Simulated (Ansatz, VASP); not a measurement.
**One calculation of GeSb2Te4, two programs**

```xyz
7
Lattice="-3.0396 3.0396 6.0304 3.0396 -3.0396 6.0304 3.0396 3.0396 -6.0304" Properties=species:S:1:pos:R:3 pbc="T T T"
Ge    0.0000    0.0000    0.0000
Sb    0.0000    0.0000    6.0304
Sb    3.0396    0.0000    3.0152
Te    0.0000    3.0396    0.0395
Te    0.0000    0.0000    2.9700
Te    0.0000    3.0396    5.9909
Te    0.0000    0.0000    9.0909
```

Alike in both runs: functional r2SCAN; k mesh 8 × 8 × 8; occupations gaussian, width 0.1 eV; no spin polarisation.

Ansatz relaxed the structure, and its values are those at the end. VASP's run is a single point on that final structure, the one shown.

```csv
,VASP,Ansatz
version,VASP 6.6.1,Ansatz 0.2.0
potentials or method,"VASP PAW PBE potentials, release 64 (Ge_d, Sb, Te), cutoff 520 eV","scalar-relativistic, plane waves, PAW"
valence electrons in the cell,48,108
```

```tsv
	VASP	Ansatz	Ansatz less VASP
gap on the k mesh at the Fermi level (eV)	none	none	-
pressure (GPa)	0.0	0.0	+0.02
```

VASP's potentials were made for PBE, not for r2SCAN. A gap of «none» marks a metal or a gap that the smearing closes. With one functional, cell and mesh, what is left measures potentials, basis and numerics. VASP's potentials hold 48 valence electrons a cell and Ansatz's 108, so a difference there can come from the potentials and not from the codes.

Spin-orbit coupling is off throughout.
